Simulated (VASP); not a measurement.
A run of VASP 6.6.1 is set up as follows.

INCAR

```
SYSTEM = Pt
ALGO     = Normal         ! electronic algorithm
EDIFF    = 1E-6           ! SCF threshold, eV
ENCUT    = 520            ! plane-wave cutoff, eV
GGA      = CA             ! functional
ISIF     = 2              ! what is computed and relaxed
ISMEAR   = 0              ! smearing method
LASPH    = .True.         ! aspherical terms in the spheres
LCHARG   = .False.        ! write CHGCAR
LREAL    = .False.        ! projectors in reciprocal space
LWAVE    = .False.        ! write WAVECAR
NBANDS   = 11             ! bands
NELM     = 100            ! most SCF steps
PREC     = Accurate       ! precision mode
SIGMA    = 0.1            ! smearing width, eV
```

File KPOINTS:

```
k-points
0
Gamma
  8 8 8
  0 0 0
```

File POSCAR:

```
Pt
1.0
    0.0000000000      1.9456504812      1.9456504812
    1.9456504812      0.0000000000      1.9456504812
    1.9456504812      1.9456504812      0.0000000000
Pt
1
Direct
    0.0000000000      0.0000000000      0.0000000000
```

Potentials or basis: VASP PAW LDA potentials, release 64 (Pt).

The run is started by

```sh
$ cat potpaw_LDA.64/Pt/POTCAR > POTCAR
$ mpirun -np 1 vasp_std > vasp.out
```

(1) Predict the band gap on the k mesh.

(2) Predict the pressure.

Answers

(1) zero (bands 5 and 6 overlap by 2.31 eV).

(2) 0.7 GPa.

Caveat: spin-orbit coupling is left out, which moves the levels of the heavy elements.
